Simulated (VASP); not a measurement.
# CuO (Cccm) in VASP: notebook

CuO is run at these levels: PBE, LDA; tasks: single point.

Everything below comes from runs of VASP 6.6.1. Logs are shortened: lines on timing, memory, paths and dates and some standing lists are left out, and cuts for length are marked.

### 1 The cell of the first run

Symmetry: Cccm, No. 66, orthorhombic system. Conventional cell: a = 3.982 Å, b = 4.307 Å, c = 5.156 Å, α = 90.00°, β = 90.00°, γ = 90.00°. Within 2.6 Å of Cu (site symmetry 2/m) lie 4 O at 1.95 Å. Within 2.6 Å of O (site symmetry 222) lie 4 Cu at 1.95 Å and 2 O at 2.58 Å.

### 2 Single point, PBE, collinear spin

The input, INCAR:

```
SYSTEM = CuO
PREC = Accurate
ENCUT = 520
EDIFF = 1E-6
ISMEAR = 0
SIGMA = 0.1
LREAL = .FALSE.
LASPH = .TRUE.
NELM = 150
ALGO = Normal
ISIF = 2
LWAVE = .FALSE.
LCHARG = .FALSE.
ISPIN = 2
MAGMOM = 1 1 0 0
LORBIT = 11
LMAXMIX = 4
GGA = PE
NBANDS = 29
```

The input, KPOINTS:

```
regular mesh
0
G
  6 6 4
  0 0 0
```

The input, POSCAR:

```
CuO
1.0
    1.9909680000     -2.1535500000      0.0000000000
    1.9909680000      2.1535500000      0.0000000000
    0.0000000000      0.0000000000      5.1559280000
Cu O
2 2
Direct
    0.0000000000      0.5000000000      0.0000000000
    0.5000000000      0.0000000000      0.5000000000
    0.5000000000      0.5000000000      0.2500000000
    0.5000000000      0.5000000000      0.7500000000
```

Potentials or basis: VASP PAW PBE potentials, release 64 (Cu, O).

On the command line:

```console
$ cat potpaw_PBE.64/Cu/POTCAR potpaw_PBE.64/O/POTCAR > POTCAR
$ mpirun -np 1 vasp_std > vasp.out
```

OUTCAR:

```text
SYSTEM = CuO
   PREC = Accurate
   ENCUT = 520
   EDIFF = 1E-6
   ISMEAR = 0
   LREAL = .FALSE.
   LASPH = .TRUE.
   NELM = 150
   ISIF = 2
   ISPIN = 2
   LORBIT = 11
   GGA = PE

 ion  position               nearest neighbor table
   1  0.000  0.500  0.000-   3 1.95   4 1.95   3 1.95   4 1.95
   2  0.500  0.000  0.500-   3 1.95   4 1.95   3 1.95   4 1.95
   3  0.500  0.500  0.250-   1 1.95   2 1.95   2 1.95   1 1.95
   4  0.500  0.500  0.750-   1 1.95   2 1.95   2 1.95   1 1.95

  LATTYP: Found a base centered orthorhombic cell.
 ALAT       =     3.9819360000
 B/A-ratio  =     1.0816597755
 C/A-ratio  =     1.2948294498

  Lattice vectors:

 A1 = (   1.9909680000,  -2.1535500000,   0.0000000000)
 A2 = (   1.9909680000,   2.1535500000,   0.0000000000)
 A3 = (   0.0000000000,   0.0000000000,   5.1559280000)

Analysis of symmetry for initial positions (statically):
=====================================================================
 Subroutine PRICEL returns:
 Original cell was already a primitive cell.

 Routine SETGRP: Setting up the symmetry group for a
 base centered orthorhombic supercell.

 Subroutine GETGRP returns: Found  8 space group operations
 (whereof  4 operations were pure point group operations)
 out of a pool of  8 trial point group operations.

The static configuration has the point symmetry C_2h.
 The point group associated with its full space group is D_2h.

Analysis of symmetry for dynamics (positions and initial velocities):
=====================================================================
 Subroutine PRICEL returns:
 Original cell was already a primitive cell.

 Routine SETGRP: Setting up the symmetry group for a
 base centered orthorhombic supercell.

 Subroutine GETGRP returns: Found  8 space group operations
 (whereof  4 operations were pure point group operations)
 out of a pool of  8 trial point group operations.

The dynamic configuration has the point symmetry C_2h.
 The point group associated with its full space group is D_2h.

Analysis of structural, dynamic, and magnetic symmetry:
=====================================================================
 Subroutine PRICEL returns:
 Original cell was already a primitive cell.

 Routine SETGRP: Setting up the symmetry group for a
 base centered orthorhombic supercell.

 Subroutine GETGRP returns: Found  8 space group operations
 (whereof  4 operations were pure point group operations)
 out of a pool of  8 trial point group operations.

The overall configuration has the point symmetry C_2h.
 The point group associated with its full space group is D_2h.

 Subroutine INISYM returns: Found  8 space group operations
 (whereof  4 operations are pure point group operations),
 and found     1 'primitive' translations

----------------------------------------------------------------------------------------

                                     Primitive cell

  volume of cell :      44.2136

  direct lattice vectors                    reciprocal lattice vectors
     1.990968000 -2.153550000  0.000000000     0.251134122 -0.232174781  0.000000000
     1.990968000  2.153550000  0.000000000     0.251134122  0.232174781  0.000000000
     0.000000000  0.000000000  5.155928000     0.000000000  0.000000000  0.193951506

  length of vectors
     2.932870809  2.932870809  5.155928000     0.342013854  0.342013854  0.193951506

  position of ions in fractional coordinates (direct lattice)
     0.000000000  0.500000000  0.000000000
     0.500000000  0.000000000  0.500000000
     0.500000000  0.500000000  0.250000000
     0.500000000  0.500000000  0.750000000

  ion indices of the primitive-cell ions
   primitive index   ion index
                 1           1
                 2           2
                 3           3
                 4           4

----------------------------------------------------------------------------------------

 KPOINTS: regular mesh

Automatic generation of k-mesh.
 Grid dimensions read from file:
 generate k-points for:    6    6    4

 Generating k-lattice:

  Cartesian coordinates                     Fractional coordinates (reciprocal lattice)
     0.041855687 -0.038695797  0.000000000     0.166666667  0.000000000  0.000000000
     0.041855687  0.038695797  0.000000000     0.000000000  0.166666667  0.000000000
     0.000000000  0.000000000  0.048487876     0.000000000  0.000000000  0.250000000

  Length of vectors
     0.057002309  0.057002309  0.048487876

  Shift w.r.t. Gamma in fractional coordinates (k-lattice)
     0.000000000  0.000000000  0.000000000

 Subroutine IBZKPT returns following result:
 ===========================================

 Found     39 irreducible k-points:

 Following reciprocal coordinates:
            Coordinates               Weight
  0.000000  0.000000  0.000000      1.000000
  0.166667  0.000000  0.000000      4.000000
  0.333333  0.000000  0.000000      4.000000
  0.500000  0.000000  0.000000      2.000000
[... 90 lines left out ...]
      5      -0.4094      1.00000
      6       1.1991      1.00000
[... 21 lines left out ...]
     28      21.5958      0.00000
     29      25.5451      0.00000

 k-point     2 :       0.1667    0.0000    0.0000
  band No.  band energies     occupation
      1     -14.7432      1.00000
      2     -13.5407      1.00000
      3      -2.9467      1.00000
      4      -0.6348      1.00000
      5      -0.3985      1.00000
      6       0.0072      1.00000
[... 21 lines left out ...]
     28      23.2351      0.00000
     29      25.5322      0.00000

 k-point     3 :       0.3333    0.0000    0.0000
  band No.  band energies     occupation
      1     -14.4451      1.00000
      2     -13.4538      1.00000
      3      -2.4072      1.00000
      4      -1.5135      1.00000
      5      -0.7146      1.00000
      6      -0.2779      1.00000
[... 638 lines left out ...]
      5      -1.0978      1.00000
      6      -0.6074      1.00000
[... 21 lines left out ...]
     28      22.8225      0.00000
     29      23.4042      0.00000

 k-point    24 :       0.5000    0.3333    0.2500
  band No.  band energies     occupation
      1     -13.8249      1.00000
      2     -13.4105      1.00000
      3      -1.6253      1.00000
      4      -1.0884      1.00000
      5      -1.0332      1.00000
      6      -0.4288      1.00000
[... 21 lines left out ...]
     28      22.4311      0.00000
     29      22.6472      0.00000

 [... further k-points ...]

 spin component 2

 k-point     1 :       0.0000    0.0000    0.0000
  band No.  band energies     occupation
      1     -14.8818      1.00000
      2     -13.5824      1.00000
      3      -3.1918      1.00000
      4      -0.5694      1.00000
      5      -0.4080      1.00000
      6       1.1999      1.00000
[... 21 lines left out ...]
     28      21.5963      0.00000
     29      25.5458      0.00000

 k-point     2 :       0.1667    0.0000    0.0000
  band No.  band energies     occupation
      1     -14.7425      1.00000
      2     -13.5400      1.00000
      3      -2.9462      1.00000
      4      -0.6335      1.00000
      5      -0.3970      1.00000
      6       0.0078      1.00000
[... 21 lines left out ...]
     28      23.2355      0.00000
     29      25.5328      0.00000

 k-point     3 :       0.3333    0.0000    0.0000
  band No.  band energies     occupation
      1     -14.4445      1.00000
      2     -13.4531      1.00000
      3      -2.4067      1.00000
      4      -1.5130      1.00000
      5      -0.7136      1.00000
      6      -0.2763      1.00000
[... 638 lines left out ...]
      5      -1.0972      1.00000
      6      -0.6063      1.00000
[... 21 lines left out ...]
     28      22.8229      0.00000
     29      23.4048      0.00000

 k-point    24 :       0.5000    0.3333    0.2500
  band No.  band energies     occupation
      1     -13.8243      1.00000
      2     -13.4098      1.00000
      3      -1.6247      1.00000
      4      -1.0876      1.00000
      5      -1.0324      1.00000
      6      -0.4277      1.00000
[... 21 lines left out ...]
     28      22.4315      0.00000
     29      22.6476      0.00000

 [... further k-points ...]

------------------------ aborting loop because EDIFF is reached ----------------------------------------

  FORCE on cell =-STRESS in cart. coord.  units (eV):
  Direction    XX          YY          ZZ          XY          YZ          ZX
  --------------------------------------------------------------------------------------
  -------------------------------------------------------------------------------------
  Total        0.6843456      0.4458599      0.6588796     -0.0000000      0.0000000      0.0000000
  in kB       24.7987620     16.1567090     23.8759463     -0.0000000      0.0000000      0.0000000
  external PRESSURE =      21.6104724 kB  Pullay stress =       0.0000000 kB

 VOLUME and BASIS-vectors are now :
 -----------------------------------------------------------------------------
  energy-cutoff  :      520.00
  volume of cell :       44.21
      direct lattice vectors                 reciprocal lattice vectors
     1.990968000 -2.153550000  0.000000000     0.251134122 -0.232174781  0.000000000
     1.990968000  2.153550000  0.000000000     0.251134122  0.232174781  0.000000000
     0.000000000  0.000000000  5.155928000     0.000000000  0.000000000  0.193951506

 POSITION                                       TOTAL-FORCE (eV/Angst)
 -----------------------------------------------------------------------------------
      0.99548      1.07678      0.00000        -0.000000      0.000000      0.000000
      0.99548     -1.07678      2.57796         0.000000      0.000000      0.000000
      1.99097      0.00000      1.28898        -0.000000     -0.000000     -0.000000
      1.99097      0.00000      3.86695        -0.000000     -0.000000      0.000000
 -----------------------------------------------------------------------------------
    total drift:                                0.000000     -0.000000     -0.000000

  FREE ENERGIE OF THE ION-ELECTRON SYSTEM (eV)
  ---------------------------------------------------
  free  energy   TOTEN  =       -19.7362449875 eV

  energy  without entropy=      -19.7279831777  energy(sigma->0) =      -19.73211408

 total charge

# of ion       s       p       d       tot
------------------------------------------
    1        0.390   0.387   9.124   9.901
    2        0.390   0.387   9.124   9.901
    3        1.577   3.377   0.000   4.954
    4        1.577   3.377   0.000   4.954
--------------------------------------------------
tot          3.934   7.529  18.248  29.711

 magnetization (x)

# of ion       s       p       d       tot
------------------------------------------
    1       -0.000  -0.000   0.001   0.001
    2       -0.000  -0.000   0.001   0.001
    3        0.000   0.000   0.000   0.000
    4        0.000   0.000   0.000   0.000
--------------------------------------------------
tot          0.000   0.000   0.001   0.002
```

It took 1.9 min on 1 thread of AMD EPYC 7R13, shared host; peak memory 0.22 GiB.

What came out:

- Free energy: -19.7362 eV
- Pressure: 2.2 GPa
- Band gap on the k mesh: zero (filled and empty bands overlap)
- Net moment: 0.00 μB per cell
- Valence electrons inside the program's atomic spheres: Cu 9.90; O 4.95

Stress tensor (GPa, compression positive):
```
2.48 0.00 0.00
0.00 1.62 0.00
0.00 0.00 2.39
```

Caveat: semilocal functionals often make such compounds metallic where correlation or magnetic order opens a gap, which also shifts bond lengths. With open d or f shells a metallic result of PBE can be an artefact of self-interaction; +U or a hybrid may open a gap.

### 3 Single point, PBE

The input, INCAR:

```
ALGO = Normal
EDIFF = 1E-7
ENCUT = 520
GGA = PE
ISIF = 2
ISMEAR = 0
LASPH = T
LCHARG = F
LREAL = F
LWAVE = F
NBANDS = 25
NELM = 60
PREC = Accurate
SIGMA = 0.1
```

The input, KPOINTS:

```
k-points
0
Gamma
  14 14 8
```

POSCAR is that of step 2.

Potentials or basis: VASP PAW PBE potentials, release 64 (Cu, O).

On the command line:

```console
$ cat potpaw_PBE.64/Cu/POTCAR potpaw_PBE.64/O/POTCAR > POTCAR
$ mpirun -np 1 vasp_std > vasp.out
```

Run time: 6.4 min. Hardware: 1 thread of AMD EPYC 7R13, shared host; peak memory 0.37 GiB.

It converged, with:

| Quantity | Value |
| --- | --- |
| Free energy | -19.7251 eV |
| Pressure | 2.1 GPa |
| Band gap on the k mesh | zero (bands 17 and 18 overlap by 1.08 eV) |

Stress tensor (GPa, compression positive):
```
2.50 0.00 0.00
0.00 1.58 0.00
0.00 0.00 2.18
```

Levels at points of the mesh, in eV from the Fermi level:
| k point | band 13 | band 14 | band 15 | band 16 | band 17 | band 18 | band 19 | band 20 | band 21 | band 22 |
| --- | --- | --- | --- | --- | --- | --- | --- | --- | --- | --- |
| (0.00, 0.00, 0.00) | -2.39 | -2.38 | -2.32 | -1.92 | 0.57 | 0.75 | 1.41 | 6.12 | 7.29 | 13.34 |
| (0.50, 0.00, 0.00) | -2.28 | -1.89 | -1.58 | -1.52 | 0.21 | 0.45 | 3.71 | 5.92 | 6.42 | 11.00 |
| (0.50, 0.50, 0.00) | -2.38 | -2.35 | -1.62 | -1.24 | -1.18 | 1.12 | 2.21 | 7.24 | 9.17 | 10.35 |
| (0.00, 0.00, 0.50) | -2.29 | -2.29 | -1.56 | -1.56 | 0.10 | 0.10 | 3.49 | 3.49 | 11.63 | 11.63 |
| (0.50, 0.00, 0.50) | -2.39 | -2.36 | -2.02 | -1.83 | -0.17 | 0.66 | 4.35 | 5.90 | 8.19 | 8.71 |
| (0.50, 0.50, 0.50) | -1.91 | -1.91 | -1.43 | -1.43 | -0.52 | -0.52 | 4.06 | 4.06 | 10.10 | 10.10 |

Caveat: semilocal functionals often make such compounds metallic where correlation or magnetic order opens a gap, which also shifts bond lengths. With open d or f shells a metallic result of PBE can be an artefact of self-interaction; +U or a hybrid may open a gap.

### 4 Single point, LDA

The input, INCAR:

```
SYSTEM = CuO
ALGO     = Normal         ! electronic algorithm
EDIFF    = 1E-6           ! SCF threshold, eV
ENCUT    = 520            ! plane-wave cutoff, eV
GGA      = CA             ! functional
ISIF     = 2              ! what is computed and relaxed
ISMEAR   = 0              ! smearing method
LASPH    = .True.         ! aspherical terms in the spheres
LCHARG   = .False.        ! write CHGCAR
LREAL    = .False.        ! projectors in reciprocal space
LWAVE    = .False.        ! write WAVECAR
NBANDS   = 25             ! bands
NELM     = 60             ! most SCF steps
PREC     = Accurate       ! precision mode
SIGMA    = 0.1            ! smearing width, eV
```

The input, KPOINTS:

```
k-points
0
Gamma
  14 14 8
  0 0 0
```

POSCAR is that of step 3.

Potentials or basis: VASP PAW LDA potentials, release 64 (Cu, O).

On the command line:

```console
$ cat potpaw_LDA.64/Cu/POTCAR potpaw_LDA.64/O/POTCAR > POTCAR
$ mpirun -np 1 vasp_std > vasp.out
```

Run time: 5.3 min. Hardware: 1 thread of AMD EPYC 7R13, shared host; peak memory 0.35 GiB.

It converged, with:

* Free energy: -23.2158 eV
* Pressure: -11.4 GPa
* Band gap on the k mesh: zero (bands 17 and 18 overlap by 1.11 eV)

Stress tensor (GPa, compression positive):
```
 -9.19   0.00   0.00
  0.00 -11.29   0.00
  0.00   0.00 -13.87
```

Levels at points of the mesh, in eV from the Fermi level:
| k point | band 13 | band 14 | band 15 | band 16 | band 17 | band 18 | band 19 | band 20 | band 21 | band 22 |
| --- | --- | --- | --- | --- | --- | --- | --- | --- | --- | --- |
| (0.00, 0.00, 0.00) | -2.38 | -2.37 | -2.30 | -1.89 | 0.58 | 0.76 | 1.43 | 6.07 | 7.23 | 13.18 |
| (0.50, 0.00, 0.00) | -2.25 | -1.87 | -1.57 | -1.49 | 0.21 | 0.45 | 3.60 | 5.87 | 6.36 | 10.91 |
| (0.50, 0.50, 0.00) | -2.35 | -2.32 | -1.65 | -1.21 | -1.15 | 1.12 | 2.12 | 7.16 | 9.04 | 10.24 |
| (0.00, 0.00, 0.50) | -2.26 | -2.26 | -1.53 | -1.53 | 0.09 | 0.09 | 3.48 | 3.48 | 11.51 | 11.51 |
| (0.50, 0.00, 0.50) | -2.36 | -2.34 | -2.00 | -1.83 | -0.16 | 0.67 | 4.27 | 5.85 | 8.08 | 8.64 |
| (0.50, 0.50, 0.50) | -1.89 | -1.89 | -1.41 | -1.41 | -0.53 | -0.53 | 3.99 | 3.99 | 9.98 | 9.98 |

Caveat: the cell stands under tension; semilocal functionals often make such compounds metallic where correlation or magnetic order opens a gap, which also shifts bond lengths. With open d or f shells a metallic result of LDA can be an artefact of self-interaction; +U or a hybrid may open a gap.

### 5 Single point, PBE

The input, INCAR:

```
SYSTEM = CuO
  ALGO = Normal
  EDIFF = 1E-6
  ENCUT = 520
  GGA = PE
  ISIF = 2
  ISMEAR = 0
  LASPH = .TRUE.
  LCHARG = .FALSE.
  LREAL = .FALSE.
  LWAVE = .FALSE.
  NBANDS = 25
  NELM = 80
  PREC = Accurate
  SIGMA = 0.1
```

The input, KPOINTS:

```
k-points
0
G
  14 14 8
  0 0 0
```

POSCAR is that of step 4.

Potentials or basis: VASP PAW PBE potentials, release 64 (Cu, O).

On the command line:

```console
$ cat potpaw_PBE.64/Cu/POTCAR potpaw_PBE.64/O/POTCAR > POTCAR
$ mpirun -np 1 vasp_std > vasp.out
```

It took 5.5 min on 1 thread of AMD EPYC 7R13, shared host; peak memory 0.37 GiB.

The run converged. Its results:

```yaml
Free_energy: -19.7251 eV
Pressure: 2.1 GPa
Band_gap_on_the_k_mesh: zero (bands 17 and 18 overlap by 1.08 eV)
```

Stress tensor (GPa, compression positive):
```
2.55 0.00 0.00
0.00 1.62 0.00
0.00 0.00 2.23
```

Levels at points of the mesh, in eV from the Fermi level:
| k point | band 15 | band 16 | band 17 | band 18 | band 19 | band 20 |
| --- | --- | --- | --- | --- | --- | --- |
| (0.00, 0.00, 0.00) | -2.32 | -1.92 | 0.57 | 0.75 | 1.41 | 6.12 |
| (0.50, 0.00, 0.00) | -1.58 | -1.52 | 0.21 | 0.45 | 3.71 | 5.92 |
| (0.50, 0.50, 0.00) | -1.62 | -1.24 | -1.18 | 1.12 | 2.21 | 7.24 |
| (0.00, 0.00, 0.50) | -1.56 | -1.56 | 0.10 | 0.10 | 3.49 | 3.49 |
| (0.50, 0.00, 0.50) | -2.02 | -1.83 | -0.17 | 0.66 | 4.35 | 5.90 |
| (0.50, 0.50, 0.50) | -1.43 | -1.43 | -0.52 | -0.52 | 4.06 | 4.06 |

Caveat: semilocal functionals often make such compounds metallic where correlation or magnetic order opens a gap, which also shifts bond lengths.

### 6 The runs side by side

```tsv
level	potentials or basis	spin	k mesh	gap on the mesh (eV)	pressure (GPa)
PBE	VASP PAW PBE potentials, release 64 (Cu, O)	collinear	6 × 6 × 4	none	2.2
PBE	VASP PAW PBE potentials, release 64 (Cu, O)	off	14 × 14 × 8	none	2.1
LDA	VASP PAW LDA potentials, release 64 (Cu, O)	off	14 × 14 × 8	none	-11.4
```

Alike in all rows: task single point; cell as given; cutoff (eV) 520; smearing gaussian 0.1 eV.

Caveats: semilocal functionals often make such compounds metallic where correlation or magnetic order opens a gap, which also shifts bond lengths; the cell stands under tension (at least some runs).

Total energies depend on the potentials used, so only differences within one code and one set of settings carry meaning.
